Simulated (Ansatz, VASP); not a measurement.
## One calculation of Y, two programs

File POSCAR:

```
Y
1.0
    3.6808463851      0.0000000000      0.0000000000
   -1.8404231926      3.1877064770      0.0000000000
    0.0000000000      0.0000000000      5.7206466204
Y
2
Direct
    0.3333333333      0.6666666667      0.2500000000
    0.6666666667      0.3333333333      0.7500000000
```

INCAR.step1

```
SYSTEM = Y
  ALGO = Normal
  EDIFF = 1E-4
  ENCUT = 520
  GGA = PE
  ISMEAR = 1
  LASPH = .True.
  LCHARG = .False.
  LREAL = .False.
  LWAVE = .True.
  NBANDS = 18
  NELM = 60
  PREC = Accurate
  SIGMA = 0.6
```

INCAR.step2

```
SYSTEM = Y
  ALGO = Normal
  EDIFF = 1E-6
  ENCUT = 520
  ISIF = 2
  ISMEAR = 1
  ISTART = 1
  LASPH = .True.
  LCHARG = .False.
  LMIXTAU = .True.
  LREAL = .False.
  LWAVE = .False.
  METAGGA = R2SCAN
  NBANDS = 18
  NELM = 60
  PREC = Accurate
  SIGMA = 0.6
```

KPOINTS

```
k-points
0
Gamma
  10 10 6
  0 0 0
```

Input for Ansatz:

```yaml
crystal:
  lattice:
    - [3.6808463851, 0.0, 0.0]
    - [-1.8404231926, 3.187706477, 0.0]
    - [0.0, 0.0, 5.7206466204]
  atoms:
    - { symbol: "Y", position: [0.3333333333, 0.6666666667, 0.25] }
    - { symbol: "Y", position: [0.6666666667, 0.3333333333, 0.75] }
hamiltonian:
  xc: r2scan
  pseudopotentials:
    kind: paw
    azcp:
      "Y": "pseudopotentials/Y.paw.azcp"
basis:
  ecutwfc: 500
  fft_grid_basis: typed
kpoints:
  mp_grid: { grid: [10, 10, 6], shift: [0, 0, 0] }
magnetization:
  spin_polarized: false
scf:
  occupations: { method: methfessel_paxton, width: 0.6 }
  lower_state_search: "off"
output:
  stress: true
```

Alike in both runs: task single point; functional r2SCAN; k mesh 10 × 10 × 6; occupations methfessel-paxton of order 1, width 0.6 eV; no spin polarisation.

|  | VASP | Ansatz |
| --- | --- | --- |
| version | VASP 6.6.1 | Ansatz 0.2.0 |
| potentials or method | VASP PAW PBE potentials, release 64 (Y_sv), cutoff 520 eV | plane waves (500 eV) with PAW, scalar-relativistic |
| valence electrons in the cell | 22 | 22 |

Ansatz gave:

- pressure (GPa): 0.0
- traceless stress, the component that is largest in VASP (GPa): 0.18

Q: Which values does VASP return?

A: Pressure (GPa): 0.0; traceless stress, the component that is largest in VASP (GPa): 0.20.

VASP's potentials were made for PBE, not for r2SCAN. The functional is the same, so the differences come from potentials, cutoffs and numerics.
